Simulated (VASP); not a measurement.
A run of VASP 6.6.1 is set up as follows.

File INCAR:

```
SYSTEM = Zn2Bi
PREC = Accurate ; ENCUT = 520
EDIFF = 1E-6 ; ISMEAR = 0
SIGMA = 0.1 ; LREAL = .False.
LASPH = .True. ; NELM = 80
ALGO = Fast ; ISIF = 2
LWAVE = .False. ; LCHARG = .False.
GGA = PE ; NBANDS = 26
```

KPOINTS

```
regular mesh
0
Gamma
  12 12 16
  0 0 0
```

Contents of POSCAR:

```
Zn2Bi
1.0
    4.3914701632      0.0000000000      0.0000000000
   -2.1957350816      3.8031247213      0.0000000000
    0.0000000000      0.0000000000      3.9485311877
Zn Bi
2 1
Direct
    0.3333333333      0.6666666667      0.5000000000
    0.6666666667      0.3333333333      0.5000000000
    0.0000000000      0.0000000000      0.0000000000
```

Potentials or basis: VASP PAW PBE potentials, release 64 (Zn, Bi_d).

Run with:

```bash
$ cat potpaw_PBE.64/Zn/POTCAR potpaw_PBE.64/Bi_d/POTCAR > POTCAR
$ mpirun -np 1 vasp_std > vasp.out
```

Q: Predict the pressure.

A: 0.1 GPa.

Q: Estimate the band gap on the k mesh.

A: Zero (an odd number of electrons rules out a gap without spin polarisation).

Stress tensor (GPa, compression positive):
```
0.14 0.00 0.00
0.00 0.14 0.00
0.00 0.00 0.07
```

Caveat: spin-orbit coupling is left out, which moves the levels of the heavy elements.
